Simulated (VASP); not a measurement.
A run of VASP 6.6.1 is set up as follows.

Contents of INCAR:

```
PREC = Accurate
ENCUT = 600
EDIFF = 1E-6
ISMEAR = 0
SIGMA = 0.1
LREAL = Auto
LASPH = T
NELM = 100
ALGO = Fast
ISIF = 3
LWAVE = F
LCHARG = F
GGA = PS
IBRION = 2
NSW = 80
EDIFFG = -0.015
```

File KPOINTS:

```
Automatic mesh
0
Gamma
  6 6 6
```

POSCAR

```
SiMo3
1.0
   -4.8615836809      4.8615836809      0.0000000000
    0.0000000000      4.8615836809     -4.8615836809
   -4.8615836809      0.0000000000     -4.8615836809
Si Mo
4 12
Direct
    0.7500000000      0.7500000000      0.7500000000
    0.2500000000      0.2500000000      0.2500000000
    0.0000000000      0.0000000000      0.0000000000
    0.5000000000      0.5000000000      0.5000000000
    0.3750000000      0.1250000000      0.6250000000
    0.8750000000      0.6250000000      0.1250000000
    0.6250000000      0.8750000000      0.3750000000
    0.1250000000      0.3750000000      0.8750000000
    0.6250000000      0.1250000000      0.8750000000
    0.1250000000      0.6250000000      0.3750000000
    0.3750000000      0.8750000000      0.1250000000
    0.8750000000      0.3750000000      0.6250000000
    0.3750000000      0.6250000000      0.8750000000
    0.8750000000      0.1250000000      0.3750000000
    0.1250000000      0.8750000000      0.6250000000
    0.6250000000      0.3750000000      0.1250000000
```

Potentials or basis: VASP PAW PBE potentials, release 64 (Si, Mo_sv).

Run with:

```console
$ cat potpaw_PBE.64/Si/POTCAR potpaw_PBE.64/Mo_sv/POTCAR > POTCAR
$ mpirun -np 1 vasp_std > vasp.out
```

(1) Estimate the relaxed cell.

(2) Estimate the band gap on the k mesh.

Answers

(1) a = 6.878 Å, b = 6.878 Å, c = 6.878 Å, α = 60.00°, β = 60.00°, γ = 60.00°.

(2) zero (bands 92 and 93 overlap by 0.34 eV).
